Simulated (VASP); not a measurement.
**Mg: single point with r2SCAN**

The system is Mg.

```
CELL_PARAMETERS angstrom
2.99383 0.00000 0.00000
0.00000 2.99383 0.00000
0.00000 0.00000 2.99383
ATOMIC_POSITIONS crystal
Mg 0.50000 0.50000 0.50000
```

```json
{
 "Program": "VASP 6.6.1",
 "Task": "single point",
 "Functional": "r2SCAN",
 "Potentials or basis": "VASP PAW PBE potentials, release 64 (Mg)",
 "Cutoff": "520 eV",
 "k mesh": "12 × 12 × 12",
 "Occupations": "gaussian, width 0.1 eV",
 "Spin": "no spin polarisation"
}
```

The pressure is -0.1 GPa. The band gap on the k mesh is zero (band 1 reaches 6.86 eV, above the bottom of band 2 at -0.43 eV).

Levels at points of the mesh, in eV from the Fermi level:
```csv
k point,band 1,band 2,band 3,band 4,band 5,band 6
"(0.00, 0.00, 0.00)",-6.64,8.88,8.88,10.55,10.55,10.55
"(0.50, 0.00, 0.00)",-2.27,-2.15,11.53,14.33,14.33,14.34
"(0.50, 0.50, 0.00)",1.52,1.52,2.68,2.84,17.06,17.06
"(0.50, 0.50, 0.50)",5.13,5.13,5.13,6.19,6.19,6.19
```

It took 67 s on 1 thread of Oxide Virtual Turin-like Processor, with other jobs on the host, peak memory 0.12 GiB.

Caveat: the PAW data sets were made with another functional, which shifts forces and pressure a little.
